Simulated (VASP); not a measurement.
RbBr:

```
Rb Br
1.0
     4.83900    0.00000    0.00000
    -2.41950    4.19070    0.00000
     0.00000    0.00000    7.88758
Rb Br
2 2
Direct
  0.00000 0.00000 0.00000
  0.00000 0.00000 0.50000
  0.33333 0.66667 0.25000
  0.66667 0.33333 0.75000
```

* Program: VASP 6.6.1
* Task: relaxation of cell and atoms
* Functional: PBE
* Potentials or basis: VASP PAW PBE potentials, release 64 (Rb_sv, Br)
* Cutoff: 600 eV
* k mesh: 6 × 6 × 4
* Occupations: fermi-dirac, width 0.02 eV
* Spin: no spin polarisation

At the start: pressure 1.2 GPa; volume 39.99 Å³/atom.

**Question.** How do energy, volume and symmetry change on relaxing?

**Answer.** Over 9 steps the energy falls by 19.9 meV/atom and the volume is 43.35 Å³/atom (+8.4 %); space group P6_3/mmc (No. 194, to 0.1 Å) before and after.

Step by step:
```tsv
step	energy change (eV)	largest force (eV/Å)	pressure (GPa)	volume (Å³)
1	0.0000	0.0000	1.22	159.95
2	-0.0490	0.0000	0.53	167.10
3	-0.0639	0.0000	-0.41	180.68
4	-0.0685	0.0000	-0.16	176.42
5	-0.0685	0.0000	-0.14	176.08
6	-0.0735	0.0000	-0.12	175.54
7	-0.0796	0.0000	-0.04	173.89
8	-0.0796	0.0000	-0.04	173.94
9	-0.0797	0.0000	0.00	173.38
```

Final structure:
```
Rb Br
1.0
     4.84816    0.00000    0.00000
    -2.42408    4.19863    0.00000
     0.00000    0.00000    8.51773
Rb Br
2 2
Direct
  0.00000 0.00000 0.00000
  0.00000 0.00000 0.50000
  0.33333 0.66667 0.25000
  0.66667 0.33333 0.75000
```
